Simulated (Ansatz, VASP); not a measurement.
## One calculation of Sn, two programs

```
Sn
1.0
     0.00000    3.29248    3.29248
     3.29248    0.00000    3.29248
     3.29248    3.29248    0.00000
Sn
2
Direct
  0.00000 0.00000 0.00000
  0.25000 0.25000 0.25000
```

Alike in both runs: functional PBE; dispersion D4; k mesh 7 × 7 × 7; occupations fermi-dirac, width 0.3 eV; no spin polarisation.

Ansatz relaxed the structure, and its values are those at the end. VASP's run is a single point on that final structure, the one shown.

|  | VASP | Ansatz |
| --- | --- | --- |
| version | VASP 6.6.1 | Ansatz 0.2.0 |
| potentials or method | VASP PAW PBE potentials, release 64 (Sn_d), cutoff 520 eV | plane waves, PAW |
| valence electrons in the cell | 28 | 28 |

```tsv
	VASP	Ansatz	Ansatz less VASP
pressure (GPa)	0.0	0.0	+0.05
```
